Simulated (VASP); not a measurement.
Wanted: the native input for a VASP 6.6.1 run.

```yaml
Task: relaxation of cell and atoms
Functional: LDA
Potentials_or_basis: VASP PAW LDA potentials, release 64 (Rb_sv, Br)
Cutoff: 600 eV
k_mesh: 6 × 6 × 6
Occupations: fermi-dirac, width 0.02 eV
Spin: no spin polarisation
Dipole_correction: no
Further_INCAR_settings: ALGO = Normal; EDIFF = 1e-07; IBRION = 2; EDIFFG = -0.005; NSW = 80; ISIF = 3
```

The structure of RbBr lies in POSCAR:

```
RbBr
1.0
    4.1966225238      0.0000000000      0.0000000000
    0.0000000000      4.1966225238      0.0000000000
    0.0000000000      0.0000000000      4.1966225238
Rb Br
1 1
Direct
    0.0000000000      0.0000000000      0.0000000000
    0.5000000000      0.5000000000      0.5000000000
```

One way to write it, as run:

INCAR

```
  ALGO = Normal
  EDIFF = 1E-7
  EDIFFG = -0.005
  ENCUT = 600
  IBRION = 2
  ISIF = 3
  ISMEAR = -1
  LASPH = T
  LCHARG = F
  LREAL = F
  LWAVE = F
  NELM = 100
  NSW = 80
  PREC = Accurate
  SIGMA = 0.02
```

KPOINTS

```
k-points
0
Gamma
  6 6 6
```

Potentials or basis: VASP PAW LDA potentials, release 64 (Rb_sv, Br).

Command:

```sh
$ cat potpaw_LDA.64/Rb_sv/POTCAR potpaw_LDA.64/Br/POTCAR > POTCAR
$ mpirun -np 1 vasp_std > vasp.out
```

Results of the run:

| Property | Result |
| --- | --- |
| Relaxed volume | 31.34 Å³/atom |
| Relaxed cell | a = 3.972 Å, b = 3.972 Å, c = 3.972 Å, α = 90.00°, β = 90.00°, γ = 90.00° |
| Space group after relaxing (to 0.05 Å) | Pm-3m (No. 221) |
| Energy gained by relaxing | 51.0 meV/atom |
| Ionic steps | 18 |
| Pressure after relaxing | 0.0 GPa |
| Band gap on the k mesh | 4.11 eV, indirect (least direct gap 4.27 eV) |

Caveat: the volume moved by over 15 % at a fixed basis, so the end points are rough.

Wall time 77 s on 1 thread of AMD EPYC 9R45 96-Core Processor (Zen 5), with other jobs on the host, peak memory 0.17 GiB.
